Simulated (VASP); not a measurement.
# Ti (I4/mmm) in VASP: a series of runs, part 2 of 2

VASP 6.6.1.

## (5) Single point, PBEsol (uniaxial strain along c: +2.0 %)

Input file INCAR:

```
ALGO = Fast ; EDIFF = 1E-6
ENCUT = 520 ; GGA = PS
ISIF = 2 ; ISMEAR = 0
LASPH = T ; LCHARG = T
LELF = T ; LREAL = F
LVHAR = T ; LWAVE = F
NBANDS = 19 ; NELM = 80
PREC = Accurate ; SIGMA = 0.1
```

Input file KPOINTS:

```
k-points
0
Gamma
  16 16 16
```

Input file POSCAR:

```
Ti
1.0
    3.1941809651      0.0000000000      0.0000000000
    0.0000000000      3.1941809651      0.0000000000
    0.0000000000      0.0000000000      3.2744367683
Ti
2
Direct
    0.0000000000      0.0000000000      0.0000000000
    0.5000000000      0.5000000000      0.5000000000
```

Potentials or basis: VASP PAW PBE potentials, release 64 (Ti_sv).

Command:

```console
cat potpaw_PBE.64/Ti_sv/POTCAR > POTCAR
mpirun -np 1 vasp_std > vasp.out
```

OUTCAR:

```text
EDIFF = 1E-6
   ENCUT = 520
   GGA = PS
   ISIF = 2
   ISMEAR = 0
   LASPH = T
   LREAL = F
   NELM = 80
   PREC = Accurate

 ion  position               nearest neighbor table
   1  0.000  0.000  0.000-   2 2.79   2 2.79   2 2.79   2 2.79   2 2.79   2 2.79   2 2.79   2 2.79

   2  0.500  0.500  0.500-   1 2.79   1 2.79   1 2.79   1 2.79   1 2.79   1 2.79   1 2.79   1 2.79

  LATTYP: Found a simple tetragonal cell.
 ALAT       =     3.1941809651
 C/A-ratio  =     1.0251256282

  Lattice vectors:

 A1 = (   3.1941809651,   0.0000000000,   0.0000000000)
 A2 = (   0.0000000000,   3.1941809651,   0.0000000000)
 A3 = (   0.0000000000,   0.0000000000,   3.2744367683)

Analysis of symmetry for initial positions (statically):
=====================================================================
 Subroutine PRICEL returns following result:

  LATTYP: Found a body centered tetragonal cell.
 ALAT       =     3.1941809651
 C/A-ratio  =     1.0251256282

  Lattice vectors:

 A1 = (  -1.5970904826,  -1.5970904826,  -1.6372183842)
 A2 = (   1.5970904826,   1.5970904826,  -1.6372183842)
 A3 = (   1.5970904826,  -1.5970904826,   1.6372183842)

   2 primitive cells build up your supercell.

 Routine SETGRP: Setting up the symmetry group for a
 simple tetragonal supercell.

 Subroutine GETGRP returns: Found 16 space group operations
 (whereof 16 operations were pure point group operations)
 out of a pool of 16 trial point group operations.

The static configuration has the point symmetry D_4h.

Analysis of symmetry for dynamics (positions and initial velocities):
=====================================================================
 Subroutine PRICEL returns following result:

  LATTYP: Found a body centered tetragonal cell.
 ALAT       =     3.1941809651
 C/A-ratio  =     1.0251256282

  Lattice vectors:

 A1 = (  -1.5970904826,  -1.5970904826,  -1.6372183842)
 A2 = (   1.5970904826,   1.5970904826,  -1.6372183842)
 A3 = (   1.5970904826,  -1.5970904826,   1.6372183842)

   2 primitive cells build up your supercell.

 Routine SETGRP: Setting up the symmetry group for a
 simple tetragonal supercell.

 Subroutine GETGRP returns: Found 16 space group operations
 (whereof 16 operations were pure point group operations)
 out of a pool of 16 trial point group operations.

The dynamic configuration has the point symmetry D_4h.

 Subroutine INISYM returns: Found 16 space group operations
 (whereof 16 operations are pure point group operations),
 and found     2 'primitive' translations

----------------------------------------------------------------------------------------

                                     Primitive cell

  volume of cell :      16.7042

  direct lattice vectors                    reciprocal lattice vectors
    -1.597090483 -1.597090483 -1.637218384     0.000000000 -0.313069300 -0.305396033
     1.597090483  1.597090483 -1.637218384     0.313069300  0.000000000 -0.305396033
     1.597090483 -1.597090483  1.637218384     0.313069300 -0.313069300  0.000000000

  length of vectors
     2.789602132  2.789602132  2.789602132     0.437354689  0.437354689  0.442746851

  position of ions in fractional coordinates (direct lattice)
     0.000000000  0.000000000  0.000000000

  ion indices of the primitive-cell ions
   primitive index   ion index
                 1           1

----------------------------------------------------------------------------------------

 KPOINTS: k-points

Automatic generation of k-mesh.
 Grid dimensions read from file:
 generate k-points for:   16   16   16

 Generating k-lattice:

  Cartesian coordinates                     Fractional coordinates (reciprocal lattice)
     0.019566831  0.000000000  0.000000000     0.062500000  0.000000000  0.000000000
     0.000000000  0.019566831  0.000000000     0.000000000  0.062500000  0.000000000
     0.000000000  0.000000000  0.019087252     0.000000000  0.000000000  0.062500000

  Length of vectors
     0.019566831  0.019566831  0.019087252

  Shift w.r.t. Gamma in fractional coordinates (k-lattice)
     0.000000000  0.000000000  0.000000000

 Subroutine IBZKPT returns following result:
 ===========================================

 Found    405 irreducible k-points:

 Following reciprocal coordinates:
            Coordinates               Weight
  0.000000  0.000000  0.000000      1.000000
  0.062500  0.000000  0.000000      4.000000
  0.125000  0.000000  0.000000      4.000000
  0.187500  0.000000  0.000000      4.000000
  0.250000  0.000000  0.000000      4.000000
  0.312500  0.000000  0.000000      4.000000
[... 16 lines left out ...]
  0.437500  0.125000  0.000000      8.000000
  0.500000  0.125000  0.000000      4.000000
 [... further k-points ...]
   k-points           NKPTS =    405   k-points in BZ     NKDIM =    405   number of bands    NBANDS=     19
   number of dos      NEDOS =    301   number of ions     NIONS =      2
   total plane-waves  NPLWV =  13824
   dimension x,y,z NGX =    24 NGY =   24 NGZ =   24
   dimension x,y,z NGXF=    48 NGYF=   48 NGZF=   48
   ions per type =               2
   NGX,Y,Z   is equivalent  to a cutoff of  12.49, 12.49, 12.19 a.u.
   NGXF,Y,Z  is equivalent  to a cutoff of  24.98, 24.98, 24.37 a.u.
 SYSTEM =  unknown system
   PREC   = accura    normal or accurate (medium, high low for compatibility)
   ISTART =      0    job   : 0-new  1-cont  2-samecut
   ICHARG =      2    charge: 1-file 2-atom 10-const
   ISPIN  =      1    spin polarized calculation?
   LNONCOLLINEAR =      F non collinear calculations
   LSORBIT =      F    spin-orbit coupling
   LASPH  =      T    aspherical Exc in radial PAW
   ENCUT  =  520.0 eV  38.22 Ry    6.18 a.u.   5.94  5.94  6.09*2*pi/ulx,y,z
   NELM   =     80;   NELMIN=  2; NELMDL= -5     # of ELM steps
   EDIFF  = 0.1E-05   stopping-criterion for ELM
   LREAL  =      F    real-space projection
   EDIFFG = 0.1E-04   stopping-criterion for IOM
   NSW    =      0    number of steps for IOM
   IBRION =     -1    ionic relax: 0-MD 1-quasi-New 2-CG
   NFREE  =      0    steps in history (QN), initial steepest desc. (CG)
   ISIF   =      2    stress and relaxation
   ISYM   =      2    0-nonsym 1-usesym 2-fastsym
   POTIM  = 0.5000    time-step for ionic-motion
   TEBEG  =    0.0;   TEEND  =   0.0 temperature during run
   PSTRESS=    0.0 pullay stress
   NELECT =      24.0000    total number of electrons
   NUPDOWN=      -1.0000    fix difference up-down
   EMIN   =  10.00;   EMAX   =-10.00  energy-range for DOS
   EFERMI =   0.00;   METHOD = LEGACY
   ISMEAR =     0;   SIGMA  =   0.10  broadening in eV -4-tet -1-fermi 0-gaus
   EFERMI_NEDOS =   21; number of points for ismear=-14 and -15
   IALGO  =     68    algorithm
   IMIX   =      4    mixing-type and parameters
     AMIX     =   0.40;   BMIX     =  1.00
     AMIX_MAG =   1.60;   BMIX_MAG =  1.00
  volume/ion in A,a.u.               =      16.70       112.73
  Fermi-wavevector in a.u.,A,eV,Ry     =   1.466201  2.770717 29.249042  2.149744
  Thomas-Fermi vector in A             =   2.581966
   LORBIT       =      0    0 simple, 1 ext, 2 COOP (PROOUT), +10 PAW based schemes
   GGA     = PS    functional components
   LHFCALC =     F    Hartree Fock is set to
   AEXX    =    0.0000 exact exchange contribution
   IVDW    =     0    specifies the selected vdW correction
   LEPSILON=     F    determine dielectric tensor
   LRPA    =     F    only Hartree local field effects (RPA)
 non-spin polarized calculation
 RMM-DIIS sequential band-by-band and
 Gauss-broadening in eV      SIGMA  =   0.10
  energy-cutoff  :      520.00
  volume of cell :       33.41
 maximum number of plane-waves:       921
 NGX is ok and might be reduce to    24

 number of electron      23.9999995 magnetization

 Free energy of the ion-electron system (eV)
  ---------------------------------------------------
  ext. energy  EPLUGINS =         0.00000000
  ---------------------------------------------------
  free energy    TOTEN  =       -16.48144500 eV

  energy without entropy =      -16.46035898  energy(sigma->0) =      -16.47090199

 E-fermi :   8.3665     XC(G=0): -11.8190

 val. band max:        8.3662850764   @ k =   0.3125   0.2500   0.0000
 cond. band min:       8.3756768311   @ k =   0.4375   0.1875   0.0625
 fundamental gap:      0.0093917548
 Fermi energy:         8.3665019721

 k-point     1 :       0.0000    0.0000    0.0000
  band No.  band energies     occupation
      1     -47.8554      2.00000
      2     -47.5899      2.00000
      3     -24.3092      2.00000
      4     -24.2718      2.00000
      5     -24.2718      2.00000
      6     -23.7572      2.00000
[... 505 lines left out ...]
      6     -24.0211      2.00000
[... 11 lines left out ...]
     18      11.3421      0.00000
     19      12.2586      0.00000

 [... further k-points ...]
[... 5 lines left out ...]
  --------------------------------------------------------------------------------------
  -------------------------------------------------------------------------------------
  Total       -0.3390509     -0.3390509     -0.2570215      0.0000000      0.0000000      0.0000000
  in kB      -16.2599730    -16.2599730    -12.3260624      0.0000000      0.0000000      0.0000000
  external PRESSURE =     -14.9486695 kB  Pullay stress =       0.0000000 kB

 VOLUME and BASIS-vectors are now :
 -----------------------------------------------------------------------------
  energy-cutoff  :      520.00
  volume of cell :       33.41
      direct lattice vectors                 reciprocal lattice vectors
     3.194180965  0.000000000  0.000000000     0.313069300  0.000000000  0.000000000
     0.000000000  3.194180965  0.000000000     0.000000000  0.313069300  0.000000000
     0.000000000  0.000000000  3.274436768     0.000000000  0.000000000  0.305396033

 POSITION                                       TOTAL-FORCE (eV/Angst)
 -----------------------------------------------------------------------------------
      0.00000      0.00000      0.00000         0.000000      0.000000     -0.000000
      1.59709      1.59709      1.63722        -0.000000      0.000000      0.000000
 -----------------------------------------------------------------------------------
    total drift:                                0.000000      0.000000     -0.000000

  FREE ENERGIE OF THE ION-ELECTRON SYSTEM (eV)
  ---------------------------------------------------
  free  energy   TOTEN  =       -16.4814449995 eV

  energy  without entropy=      -16.4603589837  energy(sigma->0) =      -16.47090199
```

Run time: 6.1 min. Hardware: 1 thread of AMD EPYC 7R13 (Zen 3), shared host; peak memory 0.27 GiB.

What came out:

```yaml
Free_energy: -16.4814 eV
Pressure: -1.5 GPa
Band_gap_on_the_k_mesh: zero (bands 12 and 13 overlap by 1.60 eV)
```

Levels at points of the mesh, in eV from the Fermi level:
| k point | band 10 | band 11 | band 12 | band 13 | band 14 | band 15 |
| --- | --- | --- | --- | --- | --- | --- |
| (0.00, 0.00, 0.00) | -2.27 | -2.20 | 0.96 | 0.96 | 1.14 | 2.77 |
| (0.50, 0.00, 0.00) | -2.59 | 0.03 | 0.03 | 1.22 | 1.22 | 1.38 |
| (0.50, 0.50, 0.00) | -2.56 | -0.59 | -0.59 | 1.39 | 1.39 | 3.01 |
| (0.00, 0.00, 0.50) | -2.73 | -0.04 | -0.04 | 1.42 | 1.42 | 1.42 |
| (0.50, 0.00, 0.50) | -2.56 | -0.37 | -0.37 | 1.22 | 1.22 | 2.77 |
| (0.50, 0.50, 0.50) | -0.69 | -0.59 | -0.59 | -0.59 | -0.59 | 3.25 |

Caveat: the cell differs from its parent crystal (uniaxial strain along c: +2.0 %); the PAW data sets were made with another functional, which shifts forces and pressure a little.

## (6) Overview

| cell | smearing | further INCAR settings | gap on the mesh (eV) | pressure (GPa) |
| --- | --- | --- | --- | --- |
| a = 3.227, b = 3.227, c = 3.178 Å, 2 atoms | gaussian 0.1 eV | ALGO = Fast; EDIFF = 1e-06; NBANDS = 19 | none | -0.5 |
| a = 3.246, b = 3.246, c = 3.146 Å, 2 atoms | gaussian 0.1 eV | ALGO = Fast; EDIFF = 1e-07; NBANDS = 19 | none | -0.7 |
| a = 3.246, b = 3.246, c = 3.146 Å, 2 atoms | tetrahedron | ALGO = Fast; EDIFF = 1e-06; NBANDS = 19 | none | -0.6 |
| a = 3.194, b = 3.194, c = 3.274 Å, 2 atoms | gaussian 0.1 eV | ALGO = Fast; EDIFF = 1e-06; NBANDS = 19 | none | -1.5 |

Alike in all rows: task single point; level PBEsol; potentials or basis VASP PAW PBE potentials, release 64 (Ti_sv); no spin polarisation; k mesh 16 × 16 × 16; cutoff (eV) 520.

Caveats: the PAW data sets were made with another functional, which shifts forces and pressure a little.

Absolute energies hang on the potentials; compare differences alone.
